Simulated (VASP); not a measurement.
Here is a VASP 6.6.1 calculation.

Contents of INCAR:

```
ALGO = Normal
EDIFF = 1E-6
ENCUT = 520
GGA = CA
ISIF = 2
ISMEAR = 0
LASPH = T
LCHARG = F
LREAL = F
LWAVE = F
NBANDS = 31
NELM = 80
PREC = Accurate
SIGMA = 0.05
```

File KPOINTS:

```
k-points
0
Gamma
  10 10 3
```

File POSCAR:

```
C
1.0
   -2.4912907516      0.0000000000      0.0000000000
   -1.2456453758     -2.1575210791      0.0000000000
    0.4982581503      0.7191736930     10.2538776052
C
10
Direct
   -0.2374281447      0.0248185525      0.8741556576
    0.7576081447      0.9751814475      0.7252443424
    0.0709595650      0.1086956498      0.1257869493
    0.7492204350      0.8913043502      0.4736130507
    0.0759265663      0.1583656632      0.2747969895
    0.7442534337      0.8416343368      0.3246030105
    0.0975764577      0.3748645769      0.9242937306
    0.4226035423      0.6251354231      0.6751062694
    0.4026221869      0.4253218689      0.0756656066
    0.4175578131      0.5746781311      0.5237343934
```

Potentials or basis: VASP PAW LDA potentials, release 64 (C).

Run with:

```sh
$ cat potpaw_LDA.64/C/POTCAR > POTCAR
$ mpirun -np 1 vasp_std > vasp.out
```

Problem. What does it give for the pressure?

Solution. 2.4 GPa.

Problem. Predict the largest force.

Solution. 4.515 eV/Å.

Problem. What does it give for the band gap on the k mesh?

Solution. 2.38 eV (least direct gap 4.71 eV).

Forces on the atoms (eV/Å):
```
C   -0.126  0.368  0.013
C   -0.446  0.106 -0.216
C    0.119  0.369 -0.014
C    0.044  0.007  0.014
C    0.447  0.108  0.220
C   -0.006  0.001 -0.014
C   -4.407 -0.484 -0.817
C    0.000  0.003  0.006
C    4.415 -0.484  0.816
C   -0.039  0.006 -0.010
```

Caveat: the cell differs from its parent crystal (the part above a cut slid along it); the stress differs along the axes, from -5 to 9 GPa; forces of over 1 eV/Å act on the atoms, so gaps and moduli don't describe the material at rest. A k mesh can miss the band edges.
